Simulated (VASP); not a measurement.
Wanted: the native input for a VASP 6.6.1 run.

| Quantity | Value |
| --- | --- |
| Task | single point |
| Functional | PBE |
| Potentials or basis | VASP PAW PBE potentials, release 64 (K_sv, Ta_pv, O) |
| Cutoff | 520 eV |
| k mesh | 8 × 8 × 8 |
| Occupations | gaussian, width 0.02 eV |
| Spin | no spin polarisation |
| Dipole correction | no |
| Further INCAR settings | ALGO = Normal; EDIFF = 1e-06; NBANDS = 27 |

The structure of KTaO3 lies in POSCAR:

```
KTaO3
1.0
    4.1543280690      0.0000000000      0.0000000000
    0.0000000000      4.1543280690      0.0000000000
    0.0000000000      0.0000000000      4.1543280690
K Ta O
1 1 3
Direct
    0.0000000000      0.0000000000      0.0000000000
    0.5000000000      0.5000000000      0.5000000000
    0.5000000000      0.0000000000      0.5000000000
    0.5000000000      0.5000000000      0.0000000000
    0.0000000000      0.5000000000      0.5000000000
```

The input as run:

INCAR

```
PREC = Accurate
ENCUT = 520
EDIFF = 1E-6
ISMEAR = 0
SIGMA = 0.02
LREAL = F
LASPH = T
NELM = 100
ALGO = Normal
ISIF = 2
LWAVE = F
LCHARG = F
GGA = PE
NBANDS = 27
```

KPOINTS

```
Automatic mesh
0
Gamma
  8 8 8
```

Potentials or basis: VASP PAW PBE potentials, release 64 (K_sv, Ta_pv, O).

Command:

```console
$ cat potpaw_PBE.64/K_sv/POTCAR potpaw_PBE.64/Ta_pv/POTCAR potpaw_PBE.64/O/POTCAR > POTCAR
$ mpirun -np 1 vasp_std > vasp.out
```

Results of the run:

```
Pressure               : -14.1 GPa
Band gap on the k mesh : 1.89 eV (least direct gap 2.53 eV)
```

Caveat: the cell stands under tension; spin-orbit coupling is left out, which moves the levels of the heavy elements.

Wall time 54 s on 1 thread of Intel Xeon 8259CL, on a shared host, peak memory 0.22 GiB.
